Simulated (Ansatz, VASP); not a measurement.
One calculation of F, two programs

```
CELL_PARAMETERS angstrom
3.01112 -1.73059 -0.23224
3.01112 1.73059 -0.23224
-2.26413 0.00000 6.93055
ATOMIC_POSITIONS crystal
F 0.08485 0.08485 0.10200
F 0.91515 0.91515 0.89800
F 0.50157 0.50157 0.59372
F 0.49843 0.49843 0.40628
```

Alike in both runs: task single point; functional PBEsol; k mesh 4 × 4 × 2; occupations gaussian, width 0.05 eV; no spin polarisation.

```csv
,VASP,Ansatz
version,VASP 6.6.1,Ansatz 0.2.0
potentials or method,"VASP PAW PBE potentials, release 64 (F), cutoff 520 eV","scalar-relativistic, plane waves, PAW"
valence electrons in the cell,28,28
```

Ansatz gave:

| Property | Result |
| --- | --- |
| gap on the k mesh at the Fermi level (eV) | 2.68 |
| least direct gap on the mesh (eV) | 2.79 |
| pressure (GPa) | 0.4 |
| traceless stress, the component that is largest in VASP (GPa) | -3.06 |
| rms of the force components (eV/Å) | 0.885 |

Which values does VASP return?

gap on the k mesh at the Fermi level (eV): 2.62; least direct gap on the mesh (eV): 2.73; pressure (GPa): 0.8; traceless stress, the component that is largest in VASP (GPa): -3.14; rms of the force components (eV/Å): 0.999.

VASP's potentials were made for PBE, not for PBEsol. Atom by atom the forces differ by 0.260 eV/Å (rms over components).

The k mesh is coarse, so the values compare programs but aren't converged.
